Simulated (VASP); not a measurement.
# B32N31 (a cell with a defect) in VASP: a series of runs

Aim: see how the results for B32N31 (a cell with a defect) move with the level of theory and the settings. Levels: PBEsol, HSE06. Tasks: single point.

All numbers are computed with VASP 6.6.1; they aren't measurements. Logs are shortened: lines on timing, memory, paths and dates and some standing lists are left out, and cuts for length are marked.

### Step 1. The cell of the first run

The cell holds a defect, 63 atoms: a = 7.212 Å, b = 7.212 Å, c = 7.212 Å, α = 90.00°, β = 90.00°, γ = 90.00°.

### Step 2. Single point, PBEsol, collinear spin

Contents of INCAR:

```
SYSTEM = B32N31
ALGO     = Normal         ! electronic algorithm
EDIFF    = 1E-6           ! SCF threshold, eV
ENCUT    = 520            ! plane-wave cutoff, eV
GGA      = PS             ! functional
GGA_COMPAT= .False.      
ISIF     = 2              ! what is computed and relaxed
ISMEAR   = -1             ! smearing method
ISPIN    = 2              ! spin polarisation
ISYM     = -1           
LASPH    = .True.         ! aspherical terms in the spheres
LCHARG   = .False.        ! write CHGCAR
LORBIT   = 11             ! projections on sites
LREAL    = Auto         
LWAVE    = .False.        ! write WAVECAR
MAGMOM   = 0 0 0 0 0 0 0 0.25 0 0 0 0 0 0 0 0.25 0 0 0 0 0 0 0 0.25 0 0 0 0 0 0 0 0.25 0 0 0 0 0 0 0 0 0 0 0 0 0 0 0 0 0 0 0 0 0 0 0 0 0 0 0 0 0 0 0 ! initial moments
NBANDS   = 166            ! bands
NELM     = 200            ! most SCF steps
PREC     = Accurate       ! precision mode
SIGMA    = 0.05           ! smearing width, eV
```

Contents of KPOINTS:

```
explicit points
1
Reciprocal
  0.25000000   0.25000000   0.25000000 1
```

Contents of POSCAR:

```
B32N31
1.0
    7.2115910000      0.0000000000      0.0000000000
    0.0000000000      7.2115910000      0.0000000000
    0.0000000000      0.0000000000      7.2115910000
B N
32 31
Direct
    0.0005300000      0.0007410000      0.9999640000
    0.0002690000      0.0004370000      0.4999350000
    0.0002730000      0.5007100000      0.9996650000
    0.9994770000      0.5007430000      0.4999610000
    0.5005840000      0.0003750000      0.9995980000
    0.5005670000      0.9996750000      0.4999260000
    0.5005670000      0.5007110000      0.9988960000
    0.4888620000      0.4893770000      0.4885800000
    0.2502820000      0.2504620000      0.9989400000
    0.2491040000      0.2492440000      0.4989280000
    0.2512590000      0.7506840000      0.9990680000
    0.2514210000      0.7485220000      0.4989310000
    0.7505680000      0.2513860000      0.9990890000
    0.7482810000      0.2517340000      0.4990140000
    0.7506550000      0.7508120000      0.0007380000
    0.7529780000      0.7530610000      0.5048090000
    0.2502830000      0.9997180000      0.2496820000
    0.2512540000      0.9998470000      0.7499090000
    0.2491050000      0.4997090000      0.2484630000
    0.2514230000      0.4997140000      0.7477470000
    0.7505650000      0.9998670000      0.2506080000
    0.7506610000      0.0015100000      0.7500350000
    0.7482850000      0.4997920000      0.2509540000
    0.7530010000      0.5055740000      0.7523110000
    0.9995320000      0.2504600000      0.2496820000
    0.9996790000      0.2514070000      0.7499650000
    0.9996770000      0.7507340000      0.2506330000
    0.0013530000      0.7508040000      0.7500200000
    0.4995310000      0.2493230000      0.2485430000
    0.4996180000      0.2516680000      0.7477030000
    0.4996180000      0.7484840000      0.2508820000
    0.5052980000      0.7528820000      0.7521060000
    0.1254040000      0.1255840000      0.1248060000
    0.1246870000      0.1248170000      0.6243290000
    0.1246870000      0.6251050000      0.1240410000
    0.1258860000      0.6256950000      0.6249130000
    0.6249880000      0.1248270000      0.1240510000
    0.6254420000      0.1261240000      0.6249120000
    0.6254440000      0.6256940000      0.1253440000
    0.3751950000      0.3754020000      0.1234550000
    0.3727730000      0.3729890000      0.6232830000
    0.3760560000      0.8750190000      0.1248070000
    0.3796220000      0.8723440000      0.6240190000
    0.8748640000      0.3761890000      0.1248770000
    0.8722150000      0.3798100000      0.6241010000
    0.8755110000      0.8757420000      0.1258150000
    0.8762150000      0.8763400000      0.6261020000
    0.3751930000      0.1242350000      0.3746190000
    0.3760540000      0.1255870000      0.8742390000
    0.3727670000      0.6240590000      0.3722000000
    0.3796290000      0.6247980000      0.8715650000
    0.8748600000      0.1256520000      0.3754120000
    0.8755180000      0.1265870000      0.8749690000
    0.8722100000      0.6248720000      0.3790350000
    0.8762190000      0.6268740000      0.8755740000
    0.1240720000      0.3753810000      0.3746010000
    0.1254440000      0.3761760000      0.8742930000
    0.1254400000      0.8750680000      0.3753980000
    0.1264610000      0.8756950000      0.8749140000
    0.6237910000      0.3731500000      0.3723670000
    0.6247310000      0.3797560000      0.8716250000
    0.6247280000      0.8724010000      0.3789730000
    0.6267660000      0.8761540000      0.8753830000
```

Potentials or basis: VASP PAW PBE potentials, release 64 (B, N).

On the command line:

```sh
> cat potpaw_PBE.64/B/POTCAR potpaw_PBE.64/N/POTCAR > POTCAR
> mpirun -np 1 vasp_std > vasp.out
```

OUTCAR:

```text
SYSTEM = B32N31
   EDIFF = 1E-6
   ENCUT = 520
   GGA = PS
   ISIF = 2
   ISMEAR = -1
   ISPIN = 2
   ISYM = -1
   LASPH = .True.
   LORBIT = 11
   LREAL = Auto
   NELM = 200
   PREC = Accurate

 ion  position               nearest neighbor table
   1  0.001  0.001  1.000-  33 1.56  53 1.56  46 1.56  59 1.57
   2  0.000  0.000  0.500-  34 1.55  47 1.56  58 1.56  52 1.56
   3  0.000  0.501  1.000-  35 1.55  55 1.56  57 1.56  44 1.56
   4  0.999  0.501  0.500-  54 1.55  45 1.55  56 1.56  36 1.57
   5  0.501  0.000  1.000-  37 1.55  63 1.56  42 1.56  49 1.56
   6  0.501  1.000  0.500-  43 1.55  62 1.55  48 1.56  38 1.57
   7  0.501  0.501  0.999-  51 1.55  61 1.55  40 1.56  39 1.57
   8  0.489  0.489  0.489-  50 1.53  41 1.53  60 1.53
   9  0.250  0.250  0.999-  40 1.56  57 1.56  49 1.56  33 1.56
  10  0.249  0.249  0.499-  41 1.55  34 1.56  48 1.56  56 1.56
  11  0.251  0.751  0.999-  59 1.56  42 1.56  35 1.57  51 1.59
  12  0.251  0.749  0.499-  50 1.55  36 1.56  58 1.57  43 1.57
  13  0.751  0.251  0.999-  53 1.56  44 1.56  37 1.57  61 1.59
  14  0.748  0.252  0.499-  60 1.55  38 1.56  52 1.57  45 1.57
  15  0.751  0.751  0.001-  63 1.56  55 1.56  46 1.56  39 1.56
  16  0.753  0.753  0.505-  47 1.53  54 1.55  62 1.56
  17  0.250  1.000  0.250-  48 1.56  58 1.56  42 1.56  33 1.56
[... 44 lines left out ...]
  62  0.625  0.872  0.379-   6 1.55  16 1.56  31 1.57  21 1.59
  63  0.627  0.876  0.875-  32 1.53  15 1.56  22 1.56   5 1.56

IMPORTANT INFORMATION: All symmetrisations will be switched off!
NOSYMM: (Re-)initialisation of all symmetry stuff for point group C_1.

----------------------------------------------------------------------------------------

                                     Primitive cell

  volume of cell :     375.0535

  direct lattice vectors                    reciprocal lattice vectors
     7.211591000  0.000000000  0.000000000     0.138665656  0.000000000  0.000000000
     0.000000000  7.211591000  0.000000000     0.000000000  0.138665656  0.000000000
     0.000000000  0.000000000  7.211591000     0.000000000  0.000000000  0.138665656

  length of vectors
     7.211591000  7.211591000  7.211591000     0.138665656  0.138665656  0.138665656

  position of ions in fractional coordinates (direct lattice)
     0.000530000  0.000741000  0.999964000
     0.000269000  0.000437000  0.499935000
     0.000273000  0.500710000  0.999665000
     0.999477000  0.500743000  0.499961000
     0.500584000  0.000375000  0.999598000
     0.500567000  0.999675000  0.499926000
[... 55 lines left out ...]
     0.624728000  0.872401000  0.378973000
     0.626766000  0.876154000  0.875383000

  ion indices of the primitive-cell ions
   primitive index   ion index
                 1           1
                 2           2
                 3           3
                 4           4
                 5           5
                 6           6
[... 55 lines left out ...]
                62          62
                63          63

----------------------------------------------------------------------------------------

 KPOINTS: explicit points

Read explicit list of k-points.

 Found      1 k-points:

 Following reciprocal coordinates:
            Coordinates               Weight
  0.250000  0.250000  0.250000      1.000000
   k-points           NKPTS =      1   k-points in BZ     NKDIM =      1   number of bands    NBANDS=    166
   number of dos      NEDOS =    301   number of ions     NIONS =     63
   total plane-waves  NPLWV = 157464
   dimension x,y,z NGX =    54 NGY =   54 NGZ =   54
   dimension x,y,z NGXF=   108 NGYF=  108 NGZF=  108
   ions per type =              32  31
   NGX,Y,Z   is equivalent  to a cutoff of  12.45, 12.45, 12.45 a.u.
   NGXF,Y,Z  is equivalent  to a cutoff of  24.90, 24.90, 24.90 a.u.
 SYSTEM =  B32N31
   PREC   = accura    normal or accurate (medium, high low for compatibility)
   ISTART =      0    job   : 0-new  1-cont  2-samecut
   ICHARG =      2    charge: 1-file 2-atom 10-const
   ISPIN  =      2    spin polarized calculation?
   LNONCOLLINEAR =      F non collinear calculations
   LSORBIT =      F    spin-orbit coupling
   LASPH  =      T    aspherical Exc in radial PAW
   ENCUT  =  520.0 eV  38.22 Ry    6.18 a.u.  13.41 13.41 13.41*2*pi/ulx,y,z
   NELM   =    200;   NELMIN=  2; NELMDL= -5     # of ELM steps
   EDIFF  = 0.1E-05   stopping-criterion for ELM
   LREAL  =      T    real-space projection
   EDIFFG = 0.1E-04   stopping-criterion for IOM
   NSW    =      0    number of steps for IOM
   IBRION =     -1    ionic relax: 0-MD 1-quasi-New 2-CG
   NFREE  =      0    steps in history (QN), initial steepest desc. (CG)
   ISIF   =      2    stress and relaxation
   ISYM   =     -1    0-nonsym 1-usesym 2-fastsym
   POTIM  = 0.5000    time-step for ionic-motion
   TEBEG  =    0.0;   TEEND  =   0.0 temperature during run
   PSTRESS=    0.0 pullay stress
   NELECT =     251.0000    total number of electrons
   NUPDOWN=      -1.0000    fix difference up-down
   EMIN   =  10.00;   EMAX   =-10.00  energy-range for DOS
   EFERMI =   0.00;   METHOD = LEGACY
   ISMEAR =    -1;   SIGMA  =   0.05  broadening in eV -4-tet -1-fermi 0-gaus
   EFERMI_NEDOS =   21; number of points for ismear=-14 and -15
   IALGO  =     38    algorithm
   IMIX   =      4    mixing-type and parameters
     AMIX     =   0.40;   BMIX     =  1.00
     AMIX_MAG =   1.60;   BMIX_MAG =  1.00
  volume/ion in A,a.u.               =       5.95        40.17
  Fermi-wavevector in a.u.,A,eV,Ry     =   1.431974  2.706038 27.899401  2.050548
  Thomas-Fermi vector in A             =   2.551652
   LORBIT       =     11    0 simple, 1 ext, 2 COOP (PROOUT), +10 PAW based schemes
   GGA     = PS    functional components
   LHFCALC =     F    Hartree Fock is set to
   AEXX    =    0.0000 exact exchange contribution
   IVDW    =     0    specifies the selected vdW correction
   LEPSILON=     F    determine dielectric tensor
   LRPA    =     F    only Hartree local field effects (RPA)
 spin polarized calculation
  energy-cutoff  :      520.00
  volume of cell :      375.05
 maximum number of plane-waves:     10107
 NGX is ok and might be reduce to    54
   NGX = 27   NGY = 27   NGZ = 27

 number of electron     251.0000059 magnetization       1.0000029

 Free energy of the ion-electron system (eV)
  ---------------------------------------------------
  ext. energy  EPLUGINS =         0.00000000
  ---------------------------------------------------
  free energy    TOTEN  =      -570.68334621 eV

  energy without entropy =     -570.68300410  energy(sigma->0) =     -570.68317516

 E-fermi :  11.5093     XC(G=0): -12.9692

 val. band max:       11.1132800575   @ k =   0.2500   0.2500   0.2500
 cond. band min:      11.9439353580   @ k =   0.2500   0.2500   0.2500
 fundamental gap:      0.8306553005
 Fermi energy:        11.5093227008

 spin component 1

 k-point     1 :       0.2500    0.2500    0.2500
  band No.  band energies     occupation
      1     -12.6469      1.00000
      2     -11.7018      1.00000
      3     -11.7010      1.00000
      4     -11.5558      1.00000
      5     -10.7627      1.00000
      6     -10.7618      1.00000
[... 129 lines left out ...]
    136      15.4865      0.00000
    137      15.4975      0.00000
 Fermi energy:        11.5093227008

 spin component 2

 k-point     1 :       0.2500    0.2500    0.2500
  band No.  band energies     occupation
      1     -12.6338      1.00000
      2     -11.6928      1.00000
      3     -11.6920      1.00000
      4     -11.5343      1.00000
      5     -10.7542      1.00000
      6     -10.7534      1.00000
[... 129 lines left out ...]
    136      15.5168      0.00000
    137      15.5182      0.00000
 [bands above 137 left out]

------------------------ aborting loop because EDIFF is reached ----------------------------------------

  FORCE on cell =-STRESS in cart. coord.  units (eV):
  Direction    XX          YY          ZZ          XY          YZ          ZX
  --------------------------------------------------------------------------------------
  -------------------------------------------------------------------------------------
  Total       -1.0939540     -1.2548479     -1.2518952      3.0152880      2.8975349      3.0177632
  in kB       -4.6732217     -5.3605383     -5.3479248     12.8808975     12.3778721     12.8914712
  external PRESSURE =      -5.1272283 kB  Pullay stress =       0.0000000 kB

 VOLUME and BASIS-vectors are now :
 -----------------------------------------------------------------------------
  energy-cutoff  :      520.00
  volume of cell :      375.05
      direct lattice vectors                 reciprocal lattice vectors
     7.211591000  0.000000000  0.000000000     0.138665656  0.000000000  0.000000000
     0.000000000  7.211591000  0.000000000     0.000000000  0.138665656  0.000000000
     0.000000000  0.000000000  7.211591000     0.000000000  0.000000000  0.138665656

 POSITION                                       TOTAL-FORCE (eV/Angst)
 -----------------------------------------------------------------------------------
      0.00382      0.00534      7.21133         0.005490     -0.009830     -0.008997
      0.00194      0.00315      3.60533        -0.000005      0.008429      0.002841
      0.00197      3.61092      7.20918        -0.000318      0.002505      0.007495
      7.20782      3.61115      3.60551         0.012010     -0.004823     -0.001873
      3.61001      0.00270      7.20869         0.001971      0.001336      0.000960
      3.60988      7.20925      3.60526        -0.000689      0.001831      0.000221
[... 55 lines left out ...]
      4.50528      6.29140      2.73300        -0.005209     -0.005654      0.001801
      4.51998      6.31846      6.31290        -0.003224      0.015219      0.013201
 -----------------------------------------------------------------------------------
    total drift:                               -0.000852     -0.000903     -0.002535

  FREE ENERGIE OF THE ION-ELECTRON SYSTEM (eV)
  ---------------------------------------------------
  free  energy   TOTEN  =      -570.6833462103 eV

  energy  without entropy=     -570.6830041007  energy(sigma->0) =     -570.68317516

 total charge

# of ion       s       p       d       tot
------------------------------------------
    1        0.676   1.363   0.000   2.039
    2        0.678   1.375   0.000   2.053
    3        0.678   1.375   0.000   2.053
    4        0.681   1.378   0.000   2.059
    5        0.678   1.374   0.000   2.052
    6        0.680   1.378   0.000   2.059
[... 55 lines left out ...]
   62        1.209   2.738   0.000   3.947
   63        1.209   2.767   0.000   3.976
--------------------------------------------------
tot         59.102 128.820   0.000 187.922

 magnetization (x)

# of ion       s       p       d       tot
------------------------------------------
    1        0.000   0.000   0.000   0.000
    2        0.001   0.006   0.000   0.007
    3        0.001   0.006   0.000   0.007
    4        0.001   0.002   0.000   0.003
    5        0.001   0.005   0.000   0.007
    6        0.001   0.002   0.000   0.003
[... 55 lines left out ...]
   62       -0.000   0.000   0.000   0.000
   63        0.003   0.006   0.000   0.008
--------------------------------------------------
tot          0.119   0.415   0.000   0.534
```

It took 5 min on 1 thread of Intel Xeon Platinum 8488C (Sapphire Rapids), shared host; peak memory 0.55 GiB.

What came out:

- Free energy: -570.6833 eV
- Pressure: -0.5 GPa
- Largest force: 0.024 eV/Å
- Band gap on the k mesh: 0.83 eV
- Net moment: 1.00 μB per cell
- Site moments: B +0.00, +0.01, +0.34, +0.02, -0.00 (each value once); N +0.00, -0.00, +0.01 (each value once) μB
- Valence electrons inside the program's atomic spheres: B 2.04, 2.05, 2.06, 2.02, 1.91 (each value once); N 3.97, 3.96, 3.98, 3.95 (each value once)

Forces in eV/Å, atoms in the order of the input:
```
B    0.005 -0.010 -0.009
B    0.000  0.008  0.003
B    0.000  0.003  0.007
B    0.012 -0.005 -0.002
B    0.002  0.001  0.001
B   -0.001  0.002  0.000
B    0.001 -0.002  0.002
B    0.005  0.000  0.000
B    0.007 -0.005 -0.004
B   -0.007  0.002 -0.001
B    0.001 -0.001 -0.007
B    0.015 -0.002  0.004
B   -0.009  0.007 -0.001
B    0.004 -0.001  0.000
B    0.002 -0.004 -0.005
B   -0.013 -0.006  0.007
B    0.006 -0.003 -0.005
B    0.003 -0.006 -0.002
B   -0.008 -0.001  0.002
B    0.013  0.004 -0.003
B   -0.009 -0.002  0.008
B    0.000 -0.004 -0.004
B    0.003  0.000  0.000
B   -0.013  0.008 -0.007
B   -0.001  0.005  0.004
B   -0.002 -0.004 -0.010
B   -0.004 -0.007 -0.003
B    0.002  0.008  0.010
B   -0.003 -0.008 -0.008
B   -0.009  0.007  0.009
B   -0.008  0.009  0.009
B    0.014 -0.014 -0.015
N    0.004  0.002  0.003
N   -0.006  0.004  0.004
N   -0.006  0.005  0.004
N    0.005 -0.007 -0.006
N   -0.010  0.003  0.003
N    0.018 -0.007 -0.005
N    0.017 -0.008 -0.006
N    0.005 -0.009  0.002
N    0.003  0.006  0.010
N   -0.002  0.006  0.007
N   -0.013 -0.001 -0.001
N   -0.001  0.007  0.002
N   -0.001 -0.015 -0.003
N    0.007 -0.009 -0.003
N   -0.008  0.004  0.008
N    0.005  0.002 -0.008
N    0.000  0.007  0.007
N    0.003  0.013  0.006
N   -0.015 -0.001  0.000
N   -0.001  0.002  0.007
N    0.005 -0.001 -0.010
N   -0.001 -0.003 -0.015
N   -0.007  0.010  0.003
N   -0.002  0.000  0.000
N   -0.002  0.000  0.001
N   -0.002  0.001 -0.001
N   -0.006  0.002  0.003
N    0.015 -0.003 -0.003
N   -0.005  0.001 -0.005
N   -0.005 -0.006  0.002
N   -0.003  0.015  0.013
```

Caveat: the PAW data sets were made with another functional, which shifts forces and pressure a little.

(Part 1 of 3 ends here.)
